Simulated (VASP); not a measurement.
# CdSe (P6_3mc) in VASP: a series of runs

Runs on CdSe. Level: PBEsol. Tasks: vibrations by perturbation theory.

All numbers are computed with VASP 6.6.1; they aren't measurements. Logs are shortened: lines on timing, memory, paths and dates and some standing lists are left out, and cuts for length are marked.

**1. The cell of the first run**

The structure is hexagonal, space group P6_3mc (No. 186). The conventional cell has a = 4.301 Å, b = 4.301 Å, c = 7.022 Å, α = 90.00°, β = 90.00°, γ = 120.00°. Cd (site symmetry 3m) has 4 Se at 2.63 to 2.64 Å within 3.5 Å. Within 3.5 Å of Se (site symmetry 3m) lie 4 Cd at 2.63 to 2.64 Å.

**2. Vibrations by perturbation theory, PBEsol**

The input, INCAR:

```
ALGO = Normal
EDIFF = 1E-8
ENCUT = 520
GGA = PS
IBRION = 8
ISIF = 2
ISMEAR = 0
LASPH = True
LCHARG = False
LREAL = False
LWAVE = False
NELM = 60
NSW = 1
PREC = Accurate
SIGMA = 0.01
```

The input, KPOINTS:

```
k-points
0
Gamma
  6 6 4
```

The input, POSCAR:

```
CdSe
1.0
    4.3010760450      0.0000000000      0.0000000000
   -2.1505380225      3.7248411186      0.0000000000
    0.0000000000      0.0000000000      7.0219795563
Cd Se
2 2
Direct
    0.3333333333      0.6666666667      0.0046938401
    0.6666666667      0.3333333333      0.5046938401
    0.3333333333      0.6666666667      0.3803061599
    0.6666666667      0.3333333333      0.8803061599
```

Potentials or basis: VASP PAW PBE potentials, release 64 (Cd, Se).

Command:

```sh
> cat potpaw_PBE.64/Cd/POTCAR potpaw_PBE.64/Se/POTCAR > POTCAR
> mpirun -np 1 vasp_std > vasp.out
```

OUTCAR:

```text
EDIFF = 1E-8
   ENCUT = 520
   GGA = PS
   IBRION = 8
   ISIF = 2
   ISMEAR = 0
   LASPH = True
   LREAL = False
   NELM = 60
   NSW = 1
   PREC = Accurate

 ion  position               nearest neighbor table
   1  0.333  0.667  0.005-   4 2.63   4 2.63   4 2.63   3 2.64
   2  0.667  0.333  0.505-   3 2.63   3 2.63   3 2.63   4 2.64
   3  0.333  0.667  0.380-   2 2.63   2 2.63   2 2.63   1 2.64
   4  0.667  0.333  0.880-   1 2.63   1 2.63   1 2.63   2 2.64

  LATTYP: Found a hexagonal cell.
 ALAT       =     4.3010760450
 C/A-ratio  =     1.6326099522

  Lattice vectors:

 A1 = (   4.3010760450,   0.0000000000,   0.0000000000)
 A2 = (  -2.1505380225,   3.7248411186,   0.0000000000)
 A3 = (   0.0000000000,   0.0000000000,   7.0219795563)

Analysis of symmetry for initial positions (statically):
=====================================================================
 Subroutine PRICEL returns:
 Original cell was already a primitive cell.

 Routine SETGRP: Setting up the symmetry group for a
 hexagonal supercell.

 Subroutine GETGRP returns: Found 12 space group operations
 (whereof  6 operations were pure point group operations)
 out of a pool of 24 trial point group operations.

The static configuration has the point symmetry C_3v.
 The point group associated with its full space group is C_6v.

Analysis of symmetry for dynamics (positions and initial velocities):
=====================================================================
 Subroutine PRICEL returns:
 Original cell was already a primitive cell.

 Routine SETGRP: Setting up the symmetry group for a
 hexagonal supercell.

 Subroutine GETGRP returns: Found 12 space group operations
 (whereof  6 operations were pure point group operations)
 out of a pool of 24 trial point group operations.

The dynamic configuration has the point symmetry C_3v.
 The point group associated with its full space group is C_6v.

 Subroutine INISYM returns: Found 12 space group operations
 (whereof  6 operations are pure point group operations),
 and found     1 'primitive' translations

----------------------------------------------------------------------------------------

                                     Primitive cell

  volume of cell :     112.4979

  direct lattice vectors                    reciprocal lattice vectors
     4.301076045  0.000000000  0.000000000     0.232499958  0.134233913  0.000000000
    -2.150538023  3.724841119  0.000000000     0.000000000  0.268467827  0.000000000
     0.000000000  0.000000000  7.021979556     0.000000000  0.000000000  0.142409985

  length of vectors
     4.301076045  4.301076045  7.021979556     0.268467827  0.268467827  0.142409985

  position of ions in fractional coordinates (direct lattice)
     0.333333333  0.666666667  0.004693840
     0.666666667  0.333333333  0.504693840
     0.333333333  0.666666667  0.380306160
     0.666666667  0.333333333  0.880306160

  ion indices of the primitive-cell ions
   primitive index   ion index
                 1           1
                 2           2
                 3           3
                 4           4

----------------------------------------------------------------------------------------

 KPOINTS: k-points

Automatic generation of k-mesh.
 Grid dimensions read from file:
 generate k-points for:    6    6    4

 Generating k-lattice:

  Cartesian coordinates                     Fractional coordinates (reciprocal lattice)
     0.038749993  0.022372319  0.000000000     0.166666667  0.000000000  0.000000000
     0.000000000  0.044744638  0.000000000     0.000000000  0.166666667  0.000000000
     0.000000000  0.000000000  0.035602496     0.000000000  0.000000000  0.250000000

  Length of vectors
     0.044744638  0.044744638  0.035602496

[... 64 lines left out ...]
   ISMEAR =     0;   SIGMA  =   0.01  broadening in eV -4-tet -1-fermi 0-gaus
   EFERMI_NEDOS =   21; number of points for ismear=-14 and -15
   IALGO  =     38    algorithm
   IMIX   =      4    mixing-type and parameters
     AMIX     =   0.40;   BMIX     =  1.00
     AMIX_MAG =   1.60;   BMIX_MAG =  1.00
  volume/ion in A,a.u.               =      28.12       189.79
  Fermi-wavevector in a.u.,A,eV,Ry     =   1.119767  2.116052 17.060036  1.253877
  Thomas-Fermi vector in A             =   2.256408
   LORBIT       =      0    0 simple, 1 ext, 2 COOP (PROOUT), +10 PAW based schemes
   GGA     = PS    functional components
   LHFCALC =     F    Hartree Fock is set to
   AEXX    =    0.0000 exact exchange contribution
   IVDW    =     0    specifies the selected vdW correction
   LEPSILON=     F    determine dielectric tensor
   LRPA    =     F    only Hartree local field effects (RPA)
 non-spin polarized calculation
 Gauss-broadening in eV      SIGMA  =   0.01
  energy-cutoff  :      520.00
  volume of cell :      112.50
 maximum number of plane-waves:      3042
 NGX is ok and might be reduce to    32
   NGX = 15   NGY = 15   NGZ = 27

--------------------------------------- Ionic step        1  -------------------------------------------

 number of electron      35.9999992 magnetization

 Free energy of the ion-electron system (eV)
  ---------------------------------------------------
  ext. energy  EPLUGINS =         0.00000000
  ---------------------------------------------------
  free energy    TOTEN  =       -12.34661803 eV

  energy without entropy =      -12.34661803  energy(sigma->0) =      -12.34661803

 E-fermi :   0.8966     XC(G=0):  -9.0912

 val. band max:        0.8210162495   @ k =   0.0000   0.0000   0.0000
 cond. band min:       1.3598736468   @ k =   0.0000   0.0000   0.0000
 fundamental gap:      0.5388573973
 Fermi energy:         0.8966436828

 k-point     1 :       0.0000    0.0000    0.0000
  band No.  band energies     occupation
      1     -11.8119      2.00000
      2     -11.4265      2.00000
      3      -7.0900      2.00000
      4      -7.0825      2.00000
      5      -7.0825      2.00000
      6      -7.0139      2.00000
[... 514 lines left out ...]
     21       6.5053      0.00000
     22       6.5053      0.00000

------------------------ aborting loop because EDIFF is reached ----------------------------------------

  FORCE on cell =-STRESS in cart. coord.  units (eV):
  Direction    XX          YY          ZZ          XY          YZ          ZX
  --------------------------------------------------------------------------------------
  -------------------------------------------------------------------------------------
  Total        0.2634573      0.2634573      0.2364172      0.0000000      0.0000000      0.0000000
  in kB        3.7521176      3.7521176      3.3670167      0.0000000      0.0000000      0.0000000
  external PRESSURE =       3.6237506 kB  Pullay stress =       0.0000000 kB

 VOLUME and BASIS-vectors are now :
 -----------------------------------------------------------------------------
  energy-cutoff  :      520.00
  volume of cell :      112.50
      direct lattice vectors                 reciprocal lattice vectors
     4.301076045  0.000000000  0.000000000     0.232499958  0.134233913  0.000000000
    -2.150538023  3.724841119  0.000000000     0.000000000  0.268467827  0.000000000
     0.000000000  0.000000000  7.021979556     0.000000000  0.000000000  0.142409985

 POSITION                                       TOTAL-FORCE (eV/Angst)
 -----------------------------------------------------------------------------------
     -0.00000      2.48323      0.03296         0.000000     -0.000000      0.001569
      2.15054      1.24161      3.54395        -0.000000      0.000000      0.001569
     -0.00000      2.48323      2.67050        -0.000000     -0.000000     -0.001569
      2.15054      1.24161      6.18149         0.000000      0.000000     -0.001569
 -----------------------------------------------------------------------------------
    total drift:                               -0.000000     -0.000000      0.000160

  FREE ENERGIE OF THE ION-ELECTRON SYSTEM (eV)
  ---------------------------------------------------
  free  energy   TOTEN  =       -12.3466180308 eV

  energy  without entropy=      -12.3466180308  energy(sigma->0) =      -12.34661803

[... ionic steps 2 to 9 ...]

--------------------------------------- Ionic step       10  -------------------------------------------

------------------------ aborting loop because EDIFF is reached ----------------------------------------

[... ionic steps 11 to 11 ...]

--------------------------------------- Ionic step       12  -------------------------------------------

 Free energy of the ion-electron system (eV)
  ---------------------------------------------------
  ---------------------------------------------------
  free energy    TOTEN  =        -0.09737810 eV

  energy without entropy =       -0.09737810

------------------------ aborting loop because EDIFF is reached ----------------------------------------

 INTERNAL STRAIN TENSOR  FOR ION    3  DIRECTION 3   (eV/Angst):
 -----------------------------------------------------------------------------
     3.80805  0.00000  0.00000
     0.00000  3.80805  0.00000
     0.00000  0.00000 -7.28019

 INTERNAL STRAIN TENSOR FOR ION    4 for displacements in x,y,z  (eV/Angst):
          X           Y           Z          XY          YZ          ZX
  --------------------------------------------------------------------------------
  x    -0.00000     0.00000    -0.00000     6.43176     0.00000     3.98940
  y     6.43176    -6.43176     0.00000     0.00000     3.62729    -0.00000
  z     3.80805     3.80805    -7.28019    -0.00000    -0.00000     0.00000

 SECOND DERIVATIVES (NOT SYMMETRIZED)
 ------------------------------------
               1X          1Y          1Z          2X          2Y          2Z          3X          3Y          3Z          4X          4Y          4Z
  1X    -4.871544   -0.000000    0.000000   -0.158567    0.000000   -0.000000    0.080045   -0.000000    0.000000    4.950065    0.000000   -0.000000
  1Y     0.000000   -4.871544    0.000000   -0.000000   -0.158567    0.000000    0.000000    0.080045    0.000000    0.000000    4.950065   -0.000000
  1Z     0.000000    0.000000   -6.048680    0.000000   -0.000000    1.289825    0.000000    0.000000    3.609025    0.000000   -0.000000    1.149829
  2X    -0.158567    0.000000    0.000000   -4.871544    0.000000   -0.000000    4.950065    0.000000    0.000000    0.080045    0.000000    0.000000
  2Y     0.000000   -0.158567   -0.000000    0.000000   -4.871544   -0.000000    0.000000    4.950065    0.000000    0.000000    0.080045   -0.000000
  2Z    -0.000000    0.000000    1.289825   -0.000000    0.000000   -6.048680   -0.000000    0.000000    1.149829    0.000000    0.000000    3.609025
  3X     0.079384    0.000000    0.000000    4.949563    0.000000    0.000000   -5.429342    0.000000   -0.000000    0.400395    0.000000    0.000000
  3Y     0.000000    0.079384    0.000000    0.000000    4.949563    0.000000    0.000000   -5.429342    0.000000    0.000000    0.400395    0.000000
  3Z    -0.000000    0.000000    3.611625    0.000000    0.000000    1.166511    0.000000    0.000000   -6.987690    0.000000   -0.000000    2.209553
  4X     4.949563   -0.000000   -0.000000    0.079384   -0.000000    0.000000    0.400395   -0.000000    0.000000   -5.429342   -0.000000    0.000000
  4Y     0.000000    4.949563    0.000000   -0.000000    0.079384   -0.000000    0.000000    0.400395   -0.000000    0.000000   -5.429342   -0.000000
  4Z     0.000000    0.000000    1.166511    0.000000   -0.000000    3.611625    0.000000    0.000000    2.209553    0.000000    0.000000   -6.987690

 Eigenvectors and eigenvalues of the dynamical matrix
 ----------------------------------------------------

   1 f  =    5.579752 THz    35.058616 2PiTHz  186.120495 cm-1    23.075990 meV
             X         Y         Z           dx          dy          dz
     -0.000000  2.483227  0.032960    -0.000000   -0.000000    0.273313
      2.150538  1.241614  3.543950     0.000000    0.000000   -0.273313
     -0.000000  2.483227  2.670502    -0.000000   -0.000000   -0.652150
      2.150538  1.241614  6.181492     0.000000    0.000000    0.652150
[... 71 lines left out ...]
  12 f/i=    0.004989 THz     0.031344 2PiTHz    0.166400 cm-1     0.020631 meV
             X         Y         Z           dx          dy          dz
     -0.000000  2.483227  0.032960     0.000000   -0.000000   -0.542392
      2.150538  1.241614  3.543950     0.000000   -0.000000   -0.542392
     -0.000000  2.483227  2.670502     0.000000   -0.000000   -0.453664
      2.150538  1.241614  6.181492     0.000000   -0.000000   -0.453664

--------------------------------------------------------------------------------------------------------

 ELASTIC MODULI CONTR FROM IONIC RELAXATION (kBar)
 Direction    XX          YY          ZZ          XY          YZ          ZX
 --------------------------------------------------------------------------------
 XX        -289.0012    115.8491    165.5577     -0.0000      0.0000      0.0000
 YY         115.8491   -289.0012    165.5577      0.0000     -0.0000     -0.0000
 ZZ         165.5577    165.5577   -316.5930      0.0000      0.0000      0.0000
 XY          -0.0000      0.0000      0.0000   -202.4251      0.0000     -0.0000
 YZ           0.0000     -0.0000      0.0000      0.0000    -80.4486      0.0000
 ZX           0.0000     -0.0000      0.0000      0.0000      0.0000    -86.2028
 --------------------------------------------------------------------------------
```

Wall time 8.1 min (1 thread of AMD EPYC 9R45 (Zen 5), shared host); peak memory 0.53 GiB.

Results:

* Highest phonon frequency at Γ, LO-TO splitting left out: 186 cm⁻¹

Phonon frequencies in cm⁻¹ (negative: imaginary):
```csv
q point,frequencies
"(0.000, 0.000, 0.000)",0 0 0 32 32 122 167 172 172 174 174 186
```

Caveat: the PAW data sets were made with another functional, which shifts forces and pressure a little.

[end of part 1 of 2]
